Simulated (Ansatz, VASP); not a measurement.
Fe in VASP and in Ansatz

```
Fe
1.0
     3.49800    1.74900    1.74900
     1.74900    3.49800    1.74900
     1.74900    1.74900    3.49800
Fe
2
Direct
  0.00000 0.00000 0.00000
  0.50000 0.50000 0.50000
```

Change from the starting cell: parallel moments scaled by 0.2, plain SCF.

Alike in both runs: task single point; functional PBE; k mesh 12 × 12 × 12; occupations gaussian, width 0.1 eV; collinear spin.

|  | VASP | Ansatz |
| --- | --- | --- |
| version | VASP 6.6.1 | Ansatz 0.2.0 |
| potentials or method | VASP PAW PBE potentials, release 64 (Fe), cutoff 600 eV | PAW, plane waves, scalar-relativistic |
| valence electrons in the cell | 16 | 32 |

```tsv
	VASP	Ansatz	Ansatz less VASP
pressure (GPa)	-11.6	-2.2	+9.48
traceless stress, the component that is largest in VASP (GPa)	0.06	-0.19	-0.243
net moment per atom (μB)	0.00	1.11	+1.115
size of the moment on the site where the two differ most (μB)	0.00	1.13	+1.128
```

The net moments are unlike, so the other rows may belong to different states. Site moments also hang on the region over which each program counts them. VASP's potentials hold 16 valence electrons a cell and Ansatz's 32, so a difference there can come from the potentials and not from the codes.
